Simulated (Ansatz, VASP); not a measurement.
**One calculation of Hf3SnS4, two programs**

```xyz
8
Lattice="3.5791 0.0000 0.0000 -1.7896 3.0996 0.0000 0.0000 0.0000 17.4161" Properties=species:S:1:pos:R:3 pbc="T T T"
Hf    1.7896    1.0332    0.0312
Hf    0.0000    2.0664    6.4124
Hf    0.0000    2.0664   10.9651
Sn    0.0000    0.0000    8.6894
S     0.0000    0.0000   15.9718
S     0.0000    2.0664    1.5044
S     1.7896    1.0332    5.0017
S     1.7896    1.0332   12.3802
```

Alike in both runs: functional PBE; k mesh 4 × 4 × 1; occupations gaussian, width 0.15 eV; no spin polarisation.

Ansatz relaxed the structure, and its values are those at the end. VASP's run is a single point on that final structure, the one shown.

|  | VASP | Ansatz |
| --- | --- | --- |
| version | VASP 6.6.1 | Ansatz 0.2.0 |
| potentials or method | VASP PAW PBE potentials, release 64 (Hf_pv, Sn_d, S), cutoff 520 eV | scalar-relativistic, plane waves, PAW |
| valence electrons in the cell | 68 | 116 |

|  | VASP | Ansatz | Ansatz less VASP |
| --- | --- | --- | --- |
| gap on the k mesh at the Fermi level (eV) | none | none | - |
| pressure (GPa) | -0.2 | 0.2 | +0.43 |
| rms of the force components (eV/Å) | 0.031 | 0.021 | -0.0108 |

A gap of «none» marks a metal or a gap that the smearing closes. VASP's potentials hold 68 valence electrons a cell and Ansatz's 116, so a difference there can come from the potentials and not from the codes.

The k mesh is coarse, so the values compare programs but aren't converged. Neither program's run includes spin-orbit coupling.
